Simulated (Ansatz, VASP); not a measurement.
KI in VASP and in Ansatz

```
K I
1.0
     0.00000    3.47284    3.63029
     3.47284    0.00000    3.63029
     3.47284    3.47284    0.00000
K I
1 1
Direct
  0.00000 0.00000 0.00000
  0.50000 0.50000 0.50000
```

Change from the starting cell: z stretched by +3 % at fixed volume.

Alike in both runs: task single point; functional PBE; k mesh 6 × 6 × 6; occupations fermi-dirac, width 0.02 eV; no spin polarisation.

|  | VASP | Ansatz |
| --- | --- | --- |
| version | VASP 6.6.1 | Ansatz 0.2.0 |
| potentials or method | VASP PAW PBE potentials, release 64 (K_sv, I), cutoff 520 eV | all-electron LAPW, scalar-relativistic |

```csv
,VASP,Ansatz,Ansatz less VASP
gap on the k mesh at the Fermi level (eV),3.97,3.98,+0.004
pressure (GPa),0.8,0.8,-0.03
"traceless stress, the component that is largest in VASP (GPa)",-0.76,-0.75,+0.009
```

Ansatz ran all-electron here, and VASP with PAW potentials.

Spin-orbit coupling is off throughout.
